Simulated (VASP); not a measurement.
A run of VASP 6.6.1 is set up as follows.

File INCAR:

```
SYSTEM = B2N
ALGO = Normal
EDIFF = 1E-6
EDIFFG = -0.04
ENCUT = 600
GGA = PE
IBRION = 2
ISIF = 3
ISMEAR = 0
LASPH = .True.
LCHARG = .False.
LREAL = .False.
LWAVE = .False.
NELM = 60
NSW = 90
PREC = Accurate
SIGMA = 0.1
```

The input KPOINTS:

```
k-points
0
Gamma
  10 10 10
  0 0 0
```

File POSCAR:

```
B2N
1.0
   -1.1894541867      1.1894541867      3.8701528782
    1.1894541867     -1.1894541867      3.8701528782
    1.1894541867      1.1894541867     -3.8701528782
B N
2 1
Direct
    0.3400000000      0.3400000000      0.0000000000
    0.6600000000      0.6600000000      0.0000000000
    0.0000000000      0.0000000000      0.0000000000
```

Potentials or basis: VASP PAW PBE potentials, release 64 (B, N).

Launch:

```console
$ cat potpaw_PBE.64/B/POTCAR potpaw_PBE.64/N/POTCAR > POTCAR
$ mpirun -np 1 vasp_std > vasp.out
```

(1) Predict the space group after relaxing (to 0.1 Å).

(2) Predict the relaxed cell.

(3) Estimate the relaxed volume.

## Answers

(1) I4/mmm (No. 139).

(2) a = 4.051 Å, b = 4.051 Å, c = 4.051 Å, α = 146.97°, β = 146.97°, γ = 47.40°.

(3) 6.56 Å³/atom.
